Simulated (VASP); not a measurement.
CdTe: single point with LDA

The system is CdTe.

```
CELL_PARAMETERS angstrom
0.00000 3.12025 3.24823
3.24823 0.00000 3.24823
3.24823 3.12025 0.00000
ATOMIC_POSITIONS crystal
Cd 0.00000 0.00000 0.00000
Te 0.75000 0.75000 0.75000
```

* Program: VASP 6.6.1
* Task: single point
* Functional: LDA
* Potentials or basis: VASP PAW LDA potentials, release 64 (Cd, Te)
* Cutoff: 520 eV
* k mesh: 8 × 8 × 8
* Occupations: gaussian, width 0.05 eV
* Spin: no spin polarisation
* Dipole correction: no
* Further INCAR settings: ALGO = Normal; EDIFF = 1e-07; NBANDS = 16

The pressure is 0.2 GPa and the band gap on the k mesh is 0.56 eV.

Stress tensor (GPa, compression positive):
```
-0.02  0.00  0.00
 0.00  0.66  0.00
 0.00  0.00 -0.02
```

Levels at points of the mesh, in eV from the valence-band top:
```csv
k point,band 5,band 6,band 7,band 8,band 9,band 10,band 11,band 12,band 13,band 14
"(0.00, 0.00, 0.00)",-8.21,-8.20,-0.13,-0.13,0.00,0.56,4.40,4.41,4.41,7.18
"(0.50, 0.00, 0.00)",-8.19,-7.83,-4.77,-1.02,-0.82,1.59,4.88,5.14,6.81,8.47
"(0.50, 0.50, 0.00)",-8.17,-7.71,-4.69,-2.05,-1.99,2.34,2.57,8.62,8.87,9.17
"(0.50, 0.00, 0.50)",-8.17,-7.64,-4.48,-2.21,-2.21,2.19,2.25,8.93,9.06,9.06
```

Wall time 66 s on 1 thread of Intel(R) Xeon(R) Platinum 8559C (Emerald Rapids), on a shared host, peak memory 0.21 GiB.

Caveat: spin-orbit coupling is left out, which moves the levels of the heavy elements. LDA gaps usually lie below the measured ones, often by a third to a half.
